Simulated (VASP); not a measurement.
A run of VASP 6.6.1:

Contents of INCAR:

```
ALGO = Normal
EDIFF = 1E-6
ENCUT = 520
GGA = PS
ISIF = 2
ISMEAR = 0
LASPH = T
LCHARG = F
LREAL = F
LWAVE = F
NBANDS = 36
NELM = 60
PREC = Accurate
SIGMA = 0.15
```

Contents of KPOINTS:

```
k-points
0
Gamma
  8 8 14
```

File POSCAR:

```
Ni3O4
1.0
    3.0119593289     -4.0415383901      0.0000000000
    3.0119593289      4.0415383901      0.0000000000
    0.0000000000      0.0000000000      2.9326825337
Ni O
3 4
Direct
    0.5000000000      0.0000000000      0.5000000000
    0.0000000000      0.5000000000      0.5000000000
    0.0000000000      0.0000000000      0.0000000000
    0.7878888826      0.7878888826      0.5000000000
    0.2121111174      0.2121111174      0.5000000000
    0.2371644473      0.7628355527      0.0000000000
    0.7628355527      0.2371644473      0.0000000000
```

Potentials or basis: VASP PAW PBE potentials, release 64 (Ni, O).

Run with:

```sh
$ cat potpaw_PBE.64/Ni/POTCAR potpaw_PBE.64/O/POTCAR > POTCAR
$ mpirun -np 1 vasp_std > vasp.out
```

Hardware: 1 thread of Intel Xeon 8259CL (shared host).

**Question.** Estimate the wall time of this run.

**Answer.** Wall time 12 min on 1 thread of Intel Xeon 8259CL (shared host), peak memory 0.43 GiB. Counts: scf iterations 20, k points 168.
